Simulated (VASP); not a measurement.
Runs of VASP 6.6.1 on MoSe. The structure is that of space group Fm-3m (No. 225), or close to it. The cells are those of the table. 

| task | cell | cutoff (eV) | gap on the mesh (eV) | pressure (GPa) | moment (μB) |
| --- | --- | --- | --- | --- | --- |
| relaxation of cell and atoms | relaxed from a = 4.040 Å, angles 60.0°, 2 atoms | 600 | none | 0.0 | 4.00 |
| single point | a = 4.040 Å, angles 60.0°, 2 atoms | 520 | none | (a) | 4.00 |
| single point | a = 4.170 Å, angles 60.0°, 2 atoms | 520 | none | -6.6 | 4.00 |
| single point | a = 4.093 Å, angles 60.0°, 2 atoms | 520 | none | -3.8 | 4.00 |

Alike in all rows: level r2SCAN+U; potentials or basis VASP PAW PBE potentials, release 64 (Mo_sv, Se); spin collinear; Mo d U = 4.38 eV; k mesh 12 × 12 × 12; smearing gaussian 0.1 eV.

Fill in the values left out.

(a) -1.2.

Caveats: the PAW data sets were made with another functional, which shifts forces and pressure a little; the cell stands under tension (at least some runs).

A k mesh can miss the band edges, and the runs leave out spin-orbit coupling on Mo, Se.

A gap of «none» marks levels without a gap at the run's occupations.
